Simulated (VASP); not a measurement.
A run of VASP 6.6.1:

The input INCAR:

```
PREC     = Accurate       # precision mode
ENCUT    = 520            # plane-wave cutoff, eV
EDIFF    = 1E-7           # SCF threshold, eV
ISMEAR   = 0              # smearing method
SIGMA    = 0.05           # smearing width, eV
LREAL    = Auto         
LASPH    = True           # aspherical terms in the spheres
NELM     = 100            # most SCF steps
ALGO     = Normal         # electronic algorithm
ISIF     = 2              # what is computed and relaxed
LWAVE    = False          # write WAVECAR
LCHARG   = False          # write CHGCAR
GGA      = PE             # functional
NBANDS   = 72             # bands
NELECT   = 120.0
```

Contents of KPOINTS:

```
regular mesh
0
Gamma
  4 4 4
```

File POSCAR:

```
Ba7O8
1.0
    0.0000000000      5.5733264820     -5.5733264820
    5.5733264820      5.5733264820      0.0000000000
    5.5733264820      0.0000000000     -5.5733264820
Ba O
7 8
Direct
    0.0000000000      0.5000000000      0.5000000000
    0.5000000000      0.0000000000      0.5000000000
    0.5000000000      0.5000000000      0.5000000000
    0.0000000000      0.0000000000      1.0000000000
    0.0000000000      0.5000000000      1.0000000000
    0.5000000000      0.0000000000      1.0000000000
    0.5000000000      0.5000000000      1.0000000000
    0.2643955758      0.7356044242      0.2356044242
    0.2643955758      0.2643955758      0.2356044242
    0.7500000000      0.7500000000      0.2500000000
    0.7356044242      0.2643955758      0.2356044242
    0.2643955758      0.7356044242      0.7643955758
    0.2500000000      0.2500000000      0.7500000000
    0.7356044242      0.7356044242      0.7643955758
    0.7356044242      0.2643955758      0.7643955758
```

Potentials or basis: VASP PAW PBE potentials, release 64 (Ba_sv, O).

Run with:

```sh
$ cat potpaw_PBE.64/Ba_sv/POTCAR potpaw_PBE.64/O/POTCAR > POTCAR
$ mpirun -np 1 vasp_std > vasp.out
```

Hardware: 1 thread of Intel(R) Xeon(R) Platinum 8259CL CPU @ 2.50GHz (Skylake/Cascade Lake), with other jobs on the host.

Question: How long does it take, and how much memory?

Answer: Wall time 11 min on 1 thread of Intel(R) Xeon(R) Platinum 8259CL CPU @ 2.50GHz (Skylake/Cascade Lake), with other jobs on the host, peak memory 0.53 GiB. Counts: scf iterations 19, k points 8.
